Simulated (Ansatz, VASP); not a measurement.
# ZrSnSe3: VASP beside Ansatz

```
CELL_PARAMETERS angstrom
4.83865 0.00000 0.00000
-2.41932 4.19039 0.00000
0.00000 0.00000 5.80735
ATOMIC_POSITIONS crystal
Zr 0.33333 0.66667 0.00000
Sn 0.00000 0.00000 0.50000
Se 0.66667 0.33333 0.24892
Se 0.66667 0.33333 0.75108
Se 0.00000 0.00000 0.00000
```

Change from the starting cell: species swapped into the GaFe3As type (P-6m2, No. 187).

Alike in both runs: task single point; functional PBE; k mesh 6 × 6 × 4; occupations gaussian, width 0.1 eV; collinear spin.

|  | VASP | Ansatz |
| --- | --- | --- |
| version | VASP 6.6.1 | Ansatz 0.2.0 |
| potentials or method | VASP PAW PBE potentials, release 64 (Zr_sv, Sn_d, Se), cutoff 520 eV | scalar-relativistic, plane waves, PAW |
| valence electrons in the cell | 44 | 74 |

```tsv
	VASP	Ansatz	Ansatz less VASP
gap on the k mesh at the Fermi level (eV)	none	none	-
pressure (GPa)	0.9	0.9	-0.05
traceless stress, the component that is largest in VASP (GPa)	10.05	10.07	+0.023
rms of the force components (eV/Å)	0.017	0.018	+0.0010
net moment per atom (μB)	0.00	0.00	0.000
```

Atom by atom the forces differ by 0.001 eV/Å (rms over components). A gap of «none» marks a metal or a gap that the smearing closes. VASP's potentials hold 44 valence electrons a cell and Ansatz's 74, so a difference there can come from the potentials and not from the codes. Ansatz's warnings: seeded moment not kept.
